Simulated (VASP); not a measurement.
A run of VASP 6.6.1 is set up as follows.

File INCAR:

```
  ALGO = Fast
  EDIFF = 1E-6
  ENCUT = 520
  GGA = PE
  ISIF = 2
  ISMEAR = 0
  IVDW = 12
  LASPH = True
  LCHARG = True
  LELF = True
  LREAL = False
  LVHAR = True
  LWAVE = False
  NBANDS = 12
  NELM = 80
  PREC = Accurate
  SIGMA = 0.15
```

Contents of KPOINTS:

```
k-points
0
Gamma
  18 18 18
```

File POSCAR:

```
Tl
1.0
    0.0000000000      2.3892170314      2.6281387345
    2.3892170314      0.0000000000      2.6281387345
    2.3892170314      2.3892170314      0.0000000000
Tl
1
Direct
    0.0000000000      0.0000000000      0.0000000000
```

Potentials or basis: VASP PAW PBE potentials, release 64 (Tl_d).

Command:

```sh
$ cat potpaw_PBE.64/Tl_d/POTCAR > POTCAR
$ mpirun -np 1 vasp_std > vasp.out
```

(1) Predict the dispersion energy per atom.

(2) What does it give for the band gap on the k mesh?

Answers

(1) -0.326 eV.

(2) zero (an odd number of electrons rules out a gap without spin polarisation).

Caveat: spin-orbit coupling is left out, which moves the levels of the heavy elements.
